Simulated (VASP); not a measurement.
Write the native input for VASP 6.6.1 that does the following.

```
Task                   : single point
Functional             : PBE
Dispersion             : D3(BJ)
Potentials or basis    : VASP PAW PBE potentials, release 64 (Hf_pv, Se, S)
Cutoff                 : 400 eV
k mesh                 : 1 × 1 × 1, shifted
Occupations            : fermi-dirac, width 0.1896 eV
Spin                   : no spin polarisation
Dipole correction      : no
Mended                 : yes
Further INCAR settings : LREAL = Auto; ALGO = Normal; EDIFF = 1e-06; NBANDS = 70; ISYM = -1
```

The structure of Hf2Se3S3 lies in POSCAR:

```
Hf2Se3S3
1.0
    7.3673110000     -0.0439010000     -0.0180960000
   -0.0439010000      7.5102110000     -0.0415870000
   -0.0180960000     -0.0415870000      7.3739650000
Hf Se S
4 6 6
Direct
    0.0737494713      0.6404251467      0.9811553121
    0.5349007077      0.7339388845      0.5085773908
    0.4166964554      0.8938203687      0.0355200827
    0.8825829291      0.2131481947      0.2075322319
    0.6730294245      0.0885823631      0.9245815535
    0.2542037859      0.3799216979      0.1898986333
    0.6440846302     -0.0145933218      0.3284948414
    0.8128297105      0.6867523174      0.7361380119
    0.5308384269      0.4024348821      0.5823103461
   -0.0481607372      0.1568281163      0.5343147810
    0.1604790204      0.7821732166      0.2907087660
    0.3430946942      0.8360471002      0.7395563082
    0.4969210333      0.5727737745      0.0583252329
    0.1681641849      0.3964146839      0.6540588132
    0.8501888706      0.5200893673      0.2016674848
    0.1361699496      0.0905965363      1.0650469279
```

One way to write it, as run:

INCAR

```
SYSTEM = Hf2Se3S3
ALGO = Normal
EDIFF = 1E-6
ENCUT = 400
GGA = PE
GGA_COMPAT = .False.
ISIF = 2
ISMEAR = -1
ISYM = -1
IVDW = 12
LASPH = .True.
LCHARG = .False.
LREAL = Auto
LWAVE = .False.
NBANDS = 70
NELM = 120
PREC = Accurate
SIGMA = 0.1896
```

KPOINTS

```
explicit points
1
Reciprocal
  0.25000000   0.25000000   0.25000000 1
```

Potentials or basis: VASP PAW PBE potentials, release 64 (Hf_pv, Se, S).

Run with:

```bash
$ cat potpaw_PBE.64/Hf_pv/POTCAR potpaw_PBE.64/Se/POTCAR potpaw_PBE.64/S/POTCAR > POTCAR
$ mpirun -np 1 vasp_std > vasp.out
```

It gave:

```
Pressure                   : -1.1 GPa
Largest force              : 2.539 eV/Å
Dispersion energy per atom : -0.313 eV
```

Caveat: the atoms stand as in a frame of molecular dynamics.

Wall time 34 s on 1 thread of AMD EPYC 9R45 96-Core Processor (Zen 5) (shared host), peak memory 0.29 GiB.
